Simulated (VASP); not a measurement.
# Mo (Im-3m) in VASP: further runs

Runs on Mo. Level: PBE. Tasks: single point, relaxation of cell and atoms.

Program: VASP 6.6.1. These are calculated values, not measurements. Logs are shortened: lines on timing, memory, paths and dates and some standing lists are left out, and cuts for length are marked.

**1. The cell of the first run**

Symmetry: Im-3m, No. 229, cubic system. Conventional cell: a = 3.176 Å, b = 3.176 Å, c = 3.176 Å, α = 90.00°, β = 90.00°, γ = 90.00°. Mo (site symmetry m-3m) has 14 Mo at 2.75 to 3.18 Å within 3.6 Å.

**2. Single point, PBE**

INCAR reads:

```
SYSTEM = Mo
PREC = Accurate ; ENCUT = 520
EDIFF = 1E-7 ; ISMEAR = -1
SIGMA = 0.05 ; LREAL = .False.
LASPH = .True. ; NELM = 100
ALGO = Normal ; ISIF = 2
LWAVE = .False. ; LCHARG = .False.
GGA = PE ; NBANDS = 13
```

KPOINTS reads:

```
Automatic mesh
0
Gamma
  18 18 18
  0 0 0
```

POSCAR reads:

```
Mo
1.0
   -1.5878675584      1.5878675584      1.5878675584
    1.5878675584     -1.5878675584      1.5878675584
    1.5878675584      1.5878675584     -1.5878675584
Mo
1
Direct
    0.0000000000      0.0000000000      0.0000000000
```

Potentials or basis: VASP PAW PBE potentials, release 64 (Mo_sv).

The run is started by

```sh
cat potpaw_PBE.64/Mo_sv/POTCAR > POTCAR
mpirun -np 1 vasp_std > vasp.out
```

OUTCAR:

```text
SYSTEM = Mo
   PREC = Accurate
   ENCUT = 520
   EDIFF = 1E-7
   ISMEAR = -1
   LREAL = .False.
   LASPH = .True.
   NELM = 100
   ISIF = 2
   GGA = PE

 ion  position               nearest neighbor table
   1  0.000  0.000  0.000-

  LATTYP: Found a body centered cubic cell.
 ALAT       =     3.1757351168

  Lattice vectors:

 A1 = (  -1.5878675584,   1.5878675584,   1.5878675584)
 A2 = (   1.5878675584,  -1.5878675584,   1.5878675584)
 A3 = (   1.5878675584,   1.5878675584,  -1.5878675584)

Analysis of symmetry for initial positions (statically):
=====================================================================
 Subroutine PRICEL returns:
 Original cell was already a primitive cell.

 Routine SETGRP: Setting up the symmetry group for a
 body centered cubic supercell.

 Subroutine GETGRP returns: Found 48 space group operations
 (whereof 48 operations were pure point group operations)
 out of a pool of 48 trial point group operations.

The static configuration has the point symmetry O_h .

Analysis of symmetry for dynamics (positions and initial velocities):
=====================================================================
 Subroutine PRICEL returns:
 Original cell was already a primitive cell.

 Routine SETGRP: Setting up the symmetry group for a
 body centered cubic supercell.

 Subroutine GETGRP returns: Found 48 space group operations
 (whereof 48 operations were pure point group operations)
 out of a pool of 48 trial point group operations.

The dynamic configuration has the point symmetry O_h .

 Subroutine INISYM returns: Found 48 space group operations
 (whereof 48 operations are pure point group operations),
 and found     1 'primitive' translations

----------------------------------------------------------------------------------------

                                     Primitive cell

  volume of cell :      16.0141

  direct lattice vectors                    reciprocal lattice vectors
    -1.587867558  1.587867558  1.587867558     0.000000000  0.314887723  0.314887723
     1.587867558 -1.587867558  1.587867558     0.314887723  0.000000000  0.314887723
     1.587867558  1.587867558 -1.587867558     0.314887723  0.314887723  0.000000000

  length of vectors
     2.750267287  2.750267287  2.750267287     0.445318489  0.445318489  0.445318489

  position of ions in fractional coordinates (direct lattice)
     0.000000000  0.000000000  0.000000000

  ion indices of the primitive-cell ions
   primitive index   ion index
                 1           1

----------------------------------------------------------------------------------------

 KPOINTS: Automatic mesh

Automatic generation of k-mesh.
 Grid dimensions read from file:
 generate k-points for:   18   18   18

 Generating k-lattice:

  Cartesian coordinates                     Fractional coordinates (reciprocal lattice)
     0.000000000  0.017493762  0.017493762     0.055555556  0.000000000  0.000000000
     0.017493762  0.000000000  0.017493762     0.000000000  0.055555556  0.000000000
     0.017493762  0.017493762  0.000000000     0.000000000  0.000000000  0.055555556

  Length of vectors
     0.024739916  0.024739916  0.024739916

  Shift w.r.t. Gamma in fractional coordinates (k-lattice)
     0.000000000  0.000000000  0.000000000

 Subroutine IBZKPT returns following result:
 ===========================================

 Found    195 irreducible k-points:

 Following reciprocal coordinates:
            Coordinates               Weight
  0.000000  0.000000  0.000000      1.000000
  0.055556  0.000000  0.000000     12.000000
  0.111111  0.000000  0.000000     12.000000
  0.166667  0.000000  0.000000     12.000000
  0.222222  0.000000  0.000000     12.000000
  0.277778  0.000000  0.000000     12.000000
[... 16 lines left out ...]
  0.333333  0.111111 -0.000000     48.000000
  0.388889  0.111111  0.000000     48.000000
 [... further k-points ...]
   k-points           NKPTS =    195   k-points in BZ     NKDIM =    195   number of bands    NBANDS=     13
   number of dos      NEDOS =    301   number of ions     NIONS =      1
   total plane-waves  NPLWV =   8000
   dimension x,y,z NGX =    20 NGY =   20 NGZ =   20
   dimension x,y,z NGXF=    40 NGYF=   40 NGZF=   40
   ions per type =               1
   NGX,Y,Z   is equivalent  to a cutoff of  12.09, 12.09, 12.09 a.u.
   NGXF,Y,Z  is equivalent  to a cutoff of  24.18, 24.18, 24.18 a.u.
 SYSTEM =  Mo
   PREC   = accura    normal or accurate (medium, high low for compatibility)
   ISTART =      0    job   : 0-new  1-cont  2-samecut
   ICHARG =      2    charge: 1-file 2-atom 10-const
   ISPIN  =      1    spin polarized calculation?
   LNONCOLLINEAR =      F non collinear calculations
   LSORBIT =      F    spin-orbit coupling
   LASPH  =      T    aspherical Exc in radial PAW
   ENCUT  =  520.0 eV  38.22 Ry    6.18 a.u.   5.11  5.11  5.11*2*pi/ulx,y,z
   NELM   =    100;   NELMIN=  2; NELMDL= -5     # of ELM steps
   EDIFF  = 0.1E-06   stopping-criterion for ELM
   LREAL  =      F    real-space projection
   EDIFFG = 0.1E-05   stopping-criterion for IOM
   NSW    =      0    number of steps for IOM
   IBRION =     -1    ionic relax: 0-MD 1-quasi-New 2-CG
   NFREE  =      0    steps in history (QN), initial steepest desc. (CG)
   ISIF   =      2    stress and relaxation
   ISYM   =      2    0-nonsym 1-usesym 2-fastsym
   POTIM  = 0.5000    time-step for ionic-motion
   TEBEG  =    0.0;   TEEND  =   0.0 temperature during run
   PSTRESS=    0.0 pullay stress
   NELECT =      14.0000    total number of electrons
   NUPDOWN=      -1.0000    fix difference up-down
   EMIN   =  10.00;   EMAX   =-10.00  energy-range for DOS
   EFERMI =   0.00;   METHOD = LEGACY
   ISMEAR =    -1;   SIGMA  =   0.05  broadening in eV -4-tet -1-fermi 0-gaus
   EFERMI_NEDOS =   21; number of points for ismear=-14 and -15
   IALGO  =     38    algorithm
   IMIX   =      4    mixing-type and parameters
     AMIX     =   0.40;   BMIX     =  1.00
     AMIX_MAG =   1.60;   BMIX_MAG =  1.00
  volume/ion in A,a.u.               =      16.01       108.07
  Fermi-wavevector in a.u.,A,eV,Ry     =   1.565368  2.958117 33.339421  2.450378
  Thomas-Fermi vector in A             =   2.667855
   LORBIT       =      0    0 simple, 1 ext, 2 COOP (PROOUT), +10 PAW based schemes
   GGA     = PE    functional components
   LHFCALC =     F    Hartree Fock is set to
   AEXX    =    0.0000 exact exchange contribution
   IVDW    =     0    specifies the selected vdW correction
   LEPSILON=     F    determine dielectric tensor
   LRPA    =     F    only Hartree local field effects (RPA)
 non-spin polarized calculation
  energy-cutoff  :      520.00
  volume of cell :       16.01
 maximum number of plane-waves:       444
   NGX = 11   NGY = 11   NGZ = 11

 number of electron      14.0000006 magnetization

 Free energy of the ion-electron system (eV)
  ---------------------------------------------------
  ext. energy  EPLUGINS =         0.00000000
  ---------------------------------------------------
  free energy    TOTEN  =       -10.93408468 eV

  energy without entropy =      -10.92904560  energy(sigma->0) =      -10.93156514

 E-fermi :  12.2225     XC(G=0): -13.2546

 val. band max:       12.1870585522   @ k =   0.3889   0.1111   0.0000
 cond. band min:      12.2301695289   @ k =  -0.3889   0.4444   0.2778
 fundamental gap:      0.0431109767
 Fermi energy:        12.2225271625

 k-point     1 :       0.0000    0.0000    0.0000
  band No.  band energies     occupation
      1     -49.0711      2.00000
      2     -22.3910      2.00000
      3     -22.3910      2.00000
      4     -22.3910      2.00000
      5       5.0536      2.00000
      6      10.8896      2.00000
      7      10.8896      2.00000
      8      10.8896      2.00000
      9      13.8265      0.00000
     10      13.8265      0.00000
     11      27.0022      0.00000
     12      27.0022      0.00000
     13      27.0022      0.00000

 k-point     2 :       0.0556    0.0000    0.0000
  band No.  band energies     occupation
      1     -49.0640      2.00000
      2     -22.4328      2.00000
      3     -22.4040      2.00000
      4     -22.3913      2.00000
      5       5.1872      2.00000
      6      10.8149      2.00000
      7      10.8779      2.00000
      8      11.0137      2.00000
      9      13.7161      0.00000
     10      13.8286      0.00000
     11      27.1012      0.00000
     12      27.2264      0.00000
     13      27.2585      0.00000

 k-point     3 :       0.1111    0.0000    0.0000
  band No.  band energies     occupation
      1     -49.0435      2.00000
      2     -22.5520      2.00000
      3     -22.4411      2.00000
      4     -22.3921      2.00000
      5       5.5691      2.00000
      6      10.6073      2.00000
      7      10.8256      2.00000
      8      11.3811      2.00000
      9      13.4713      0.00000
     10      13.8395      0.00000
     11      27.3352      0.00000
     12      27.8802      0.00000
     13      27.8905      0.00000
[... 305 lines left out ...]
 k-point    23 :       0.3333    0.1111   -0.0000
  band No.  band energies     occupation
      1     -48.8511      2.00000
      2     -23.5169      2.00000
      3     -22.7983      2.00000
      4     -22.4554      2.00000
      5       7.5524      2.00000
      6       9.1934      2.00000
      7      11.5695      2.00000
      8      13.6069      0.00000
      9      14.5747      0.00000
     10      16.5713      0.00000
     11      24.6059      0.00000
     12      25.5036      0.00000
     13      29.7854      0.00000

 k-point    24 :       0.3889    0.1111    0.0000
  band No.  band energies     occupation
      1     -48.8311      2.00000
      2     -23.6071      2.00000
      3     -22.8417      2.00000
      4     -22.4571      2.00000
      5       7.4275      2.00000
      6       9.0698      2.00000
      7      12.1871      1.34052
      8      13.7231      0.00000
      9      14.8144      0.00000
     10      17.4209      0.00000
     11      23.5951      0.00000
     12      24.8865      0.00000
     13      28.8941      0.00000

 [... further k-points ...]

------------------------ aborting loop because EDIFF is reached ----------------------------------------

  FORCE on cell =-STRESS in cart. coord.  units (eV):
  Direction    XX          YY          ZZ          XY          YZ          ZX
  --------------------------------------------------------------------------------------
  -------------------------------------------------------------------------------------
  Total       -0.3145011     -0.3145011     -0.3145011      0.0000000      0.0000000      0.0000000
  in kB      -31.4651630    -31.4651630    -31.4651630      0.0000000      0.0000000      0.0000000
  external PRESSURE =     -31.4651630 kB  Pullay stress =       0.0000000 kB

 VOLUME and BASIS-vectors are now :
 -----------------------------------------------------------------------------
  energy-cutoff  :      520.00
  volume of cell :       16.01
      direct lattice vectors                 reciprocal lattice vectors
    -1.587867558  1.587867558  1.587867558     0.000000000  0.314887723  0.314887723
     1.587867558 -1.587867558  1.587867558     0.314887723  0.000000000  0.314887723
     1.587867558  1.587867558 -1.587867558     0.314887723  0.314887723  0.000000000

 POSITION                                       TOTAL-FORCE (eV/Angst)
 -----------------------------------------------------------------------------------
      0.00000      0.00000      0.00000         0.000000      0.000000     -0.000000
 -----------------------------------------------------------------------------------
    total drift:                               -0.000000     -0.000000      0.000000

  FREE ENERGIE OF THE ION-ELECTRON SYSTEM (eV)
  ---------------------------------------------------
  free  energy   TOTEN  =       -10.9340846846 eV

  energy  without entropy=      -10.9290456036  energy(sigma->0) =      -10.93156514
```

Run time: 17 s. Hardware: 1 thread of AMD EPYC 9R45 (Zen 5), shared host; peak memory 0.12 GiB.

Results:

| Quantity | Value |
| --- | --- |
| Free energy | -10.9341 eV |
| Pressure | -3.1 GPa |
| Band gap on the k mesh | zero (bands 7 and 8 overlap by 5.16 eV) |

Levels at points of the mesh, in eV from the Fermi level:
| k point | band 4 | band 5 | band 6 | band 7 | band 8 | band 9 | band 10 | band 11 |
| --- | --- | --- | --- | --- | --- | --- | --- | --- |
| (0.00, 0.00, 0.00) | -34.61 | -7.17 | -1.33 | -1.33 | -1.33 | 1.60 | 1.60 | 14.78 |
| (0.50, 0.00, 0.00) | -34.62 | -5.19 | -3.30 | 1.52 | 1.62 | 2.23 | 4.56 | 11.26 |
| (0.50, 0.50, 0.50) | -35.51 | -5.27 | -5.27 | 3.83 | 3.83 | 3.83 | 8.86 | 8.86 |

Caveat: the cell stands under tension.

**3. Relaxation of cell and atoms, PBE**

This run uses another cell than the first one, of 15.79 Å³/atom.

INCAR reads:

```
PREC = Accurate ; ENCUT = 600
EDIFF = 1E-7 ; ISMEAR = -1
SIGMA = 0.05 ; LREAL = False
LASPH = True ; NELM = 100
ALGO = Normal ; ISIF = 3
LWAVE = False ; LCHARG = False
GGA = PE ; IBRION = 2
NSW = 45 ; EDIFFG = -0.005
```

KPOINTS reads:

```
Automatic mesh
0
Gamma
  18 18 18
```

POSCAR reads:

```
Mo
1.0
   -1.5802780018      1.5802780018      1.5802780018
    1.5802780018     -1.5802780018      1.5802780018
    1.5802780018      1.5802780018     -1.5802780018
Mo
1
Direct
    0.0000000000      0.0000000000      0.0000000000
```

Potentials or basis: VASP PAW PBE potentials, release 64 (Mo_sv).

The run is started by

```sh
cat potpaw_PBE.64/Mo_sv/POTCAR > POTCAR
mpirun -np 1 vasp_std > vasp.out
```

Run time: 44 s. Hardware: 1 thread of AMD EPYC 9R45 (Zen 5), shared host; peak memory 0.14 GiB.

It converged, with:

- Free energy: -10.9360 eV
- Relaxed volume: 15.81 Å³/atom
- Relaxed cell: a = 2.738 Å, b = 2.738 Å, c = 2.738 Å, α = 109.47°, β = 109.47°, γ = 109.47°
- Space group after relaxing (to 0.1 Å): Im-3m (No. 229)
- Energy gained by relaxing: 0.0 meV/atom
- Ionic steps: 3
- Pressure after relaxing: 0.0 GPa
- Band gap on the k mesh: zero (bands 7 and 8 overlap by 5.26 eV)

Final structure:
```
CELL_PARAMETERS angstrom
-1.58106 1.58106 1.58106
1.58106 -1.58106 1.58106
1.58106 1.58106 -1.58106
ATOMIC_POSITIONS crystal
Mo 0.00000 0.00000 0.00000
```

Levels at points of the mesh, in eV from the Fermi level:
```csv
k point,band 4,band 5,band 6,band 7,band 8,band 9,band 10,band 11
"(0.00, 0.00, 0.00)",-34.59,-7.21,-1.36,-1.36,-1.36,1.62,1.62,14.80
"(0.50, 0.00, 0.00)",-34.60,-5.27,-3.37,1.57,1.65,2.27,4.65,11.46
"(0.50, 0.50, 0.50)",-35.52,-5.37,-5.37,3.90,3.90,3.90,8.96,8.96
```
